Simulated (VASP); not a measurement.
Crystal: Os.

```
CELL_PARAMETERS angstrom
2.73938 0.00000 0.00000
-1.36969 2.37237 0.00000
0.00000 0.00000 4.31382
ATOMIC_POSITIONS crystal
Os 0.33333 0.66667 0.25000
Os 0.66667 0.33333 0.75000
```

Base run:

```yaml
Program: VASP 6.6.1
Functional: r2SCAN
Potentials_or_basis: VASP PAW PBE potentials, release 64 (Os_sv_GW)
Cutoff: 620 eV
k_mesh: 13 × 13 × 7
Occupations: fermi-dirac, width 0.3 eV
Spin: no spin polarisation
```

Its results: band gap on the k mesh zero (bands 16 and 17 overlap by 3.99 eV); pressure 0.8 GPa.

Task: The run is repeated on the same cell with these changes: occupations from fermi-dirac, width 0.3 eV to fermi-dirac, width 1 eV. What comes out?

Result: Band gap on the k mesh zero (bands 16 and 17 overlap by 4.00 eV); pressure 22.7 GPa.

Caveats: so wide a smearing shifts energies and pressures; the PAW data sets were made with another functional, which shifts forces and pressure a little; spin-orbit coupling is left out, which moves the levels of the heavy elements; the stress differs along the axes, from 20 to 28 GPa (at least some runs).
